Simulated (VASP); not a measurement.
Set up this calculation in VASP 6.6.1, as the native input.

| Quantity | Value |
| --- | --- |
| Task | density of states |
| Functional | PBEsol |
| Potentials or basis | VASP PAW PBE potentials, release 64 (Al) |
| Cutoff | 520 eV |
| k mesh | 17 × 17 × 17 |
| Occupations | fermi-dirac, width 0.05 eV |
| Spin | no spin polarisation |
| Dipole correction | no |
| k mesh for the DOS | 26 × 26 × 26 |
| Occupations for the DOS | tetrahedron |
| Further INCAR settings | ALGO = Normal; EDIFF = 1e-07; NBANDS = 8 |

Al:

```
Al
1.0
    -1.21155    1.21155    1.21155
     1.21155   -1.21155    1.21155
     1.21155    1.21155   -1.21155
Al
1
Direct
  0.00000 0.00000 0.00000
```

This cell differs from its parent crystal: volume scaled by 0.43.

These files were run (other wordings do the same):

POSCAR

```
Al
1.0
   -1.2115459630      1.2115459630      1.2115459630
    1.2115459630     -1.2115459630      1.2115459630
    1.2115459630      1.2115459630     -1.2115459630
Al
1
Direct
    0.0000000000      0.0000000000      0.0000000000
```

INCAR.step1

```
ALGO = Normal ; EDIFF = 1E-7
ENCUT = 520 ; GGA = PS
ISIF = 2 ; ISMEAR = -1
LASPH = True ; LCHARG = True
LREAL = False ; LWAVE = False
NBANDS = 8 ; NELM = 100
PREC = Accurate ; SIGMA = 0.05
```

KPOINTS.step1

```
k-points
0
Gamma
  17 17 17
```

INCAR.step2

```
ALGO = Normal ; EDIFF = 1E-7
ENCUT = 520 ; GGA = PS
ICHARG = 11 ; ISIF = 2
ISMEAR = -5 ; LASPH = True
LCHARG = False ; LORBIT = 11
LREAL = False ; LWAVE = False
NBANDS = 8 ; NEDOS = 1001
NELM = 100 ; PREC = Accurate
SIGMA = 0.05
```

KPOINTS.step2

```
k-points
0
Gamma
  26 26 26
```

Potentials or basis: VASP PAW PBE potentials, release 64 (Al).

Launch:

```bash
$ cat potpaw_PBE.64/Al/POTCAR > POTCAR
$ cp INCAR.step1 INCAR
$ cp KPOINTS.step1 KPOINTS
$ mpirun -np 1 vasp_std > vasp.out
$ cp INCAR.step2 INCAR
$ cp KPOINTS.step2 KPOINTS
$ mpirun -np 1 vasp_std > vasp.out
```

Results of the run:

| Item | Value |
| --- | --- |
| Valence electrons inside the program's atomic spheres | Al 1.39 |

Run time: 17 s on 1 thread of Intel(R) Xeon(R) Platinum 8488C (Sapphire Rapids), on a shared host, peak memory 0.15 GiB.
